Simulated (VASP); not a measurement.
Crystal: CdTe.

```
Te Cd
1.0
     0.00000    3.20500    3.20500
     3.20500    0.00000    3.20500
     3.20500    3.20500    0.00000
Te Cd
1 1
Direct
  0.75000 0.75000 0.75000
  0.00000 0.00000 0.00000
```

```yaml
Program: VASP 6.6.1
Task: relaxation of cell and atoms
Functional: RPBE
Dispersion: D4
Potentials_or_basis: VASP PAW PBE potentials, release 64 (Te, Cd)
Cutoff: 600 eV
k_mesh: 7 × 7 × 7
Occupations: fermi-dirac, width 0.05 eV
Spin: no spin polarisation
```

At the start: pressure 2.2 GPa; volume 32.92 Å³/atom.

**Question.** Where does the relaxation end?

**Answer.** Over 3 steps the energy falls by 11.6 meV/atom and the volume is 34.67 Å³/atom (+5.3 %); space group F-43m (No. 216, to 0.05 Å).

The path:
```
step  energy change (eV)  largest force (eV/Å)  pressure (GPa)  volume (Å³)
   1              0.0000                0.0000            2.24        65.84
   2             -0.0216                0.0000           -0.51        70.32
   3             -0.0232                0.0000            0.01        69.34
```

Final structure:
```yaml
crystal:
  lattice:
    - [0.00000, 3.26074, 3.26074]
    - [3.26074, 0.00000, 3.26074]
    - [3.26074, 3.26074, 0.00000]
  atoms:
    - { symbol: Te, position: [0.75000, 0.75000, 0.75000] }
    - { symbol: Cd, position: [0.00000, 0.00000, 0.00000] }
```

Caveat: the PAW data sets were made with another functional, which shifts forces and pressure a little.
